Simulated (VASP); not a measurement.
The system is Sc.

```
Sc
1.0
     3.30900    0.00000    0.00000
    -1.65450    2.86568    0.00000
     0.00000    0.00000    5.27330
Sc
2
Direct
  0.33333 0.66667 0.25000
  0.66667 0.33333 0.75000
```

- Program: VASP 6.6.1
- Task: relaxation of cell and atoms
- Functional: LDA
- Potentials or basis: VASP PAW LDA potentials, release 64 (Sc_sv)
- Cutoff: 600 eV
- k mesh: 14 × 14 × 8
- Occupations: gaussian, width 0.05 eV
- Spin: no spin polarisation

At the start: pressure -5.3 GPa; volume 25.00 Å³/atom.

Where does the relaxation end?

Over 5 steps the energy falls by 47.3 meV/atom and the volume is 22.53 Å³/atom (-9.9 %); space group P6_3/mmc (No. 194, to 0.05 Å).

The path:
```tsv
step	energy change (eV)	largest force (eV/Å)	pressure (GPa)	volume (Å³)
1	0.0000	0.0000	-5.30	50.00
2	-0.0889	0.0000	1.26	44.25
3	-0.0916	0.0000	0.16	45.02
4	-0.0943	0.0000	0.10	45.04
5	-0.0947	0.0000	0.07	45.05
```

Final structure:
```
Sc
1.0
     3.22946    0.00000    0.00000
    -1.61473    2.79680    0.00000
     0.00000    0.00000    4.98805
Sc
2
Direct
  0.33333 0.66667 0.25000
  0.66667 0.33333 0.75000
```
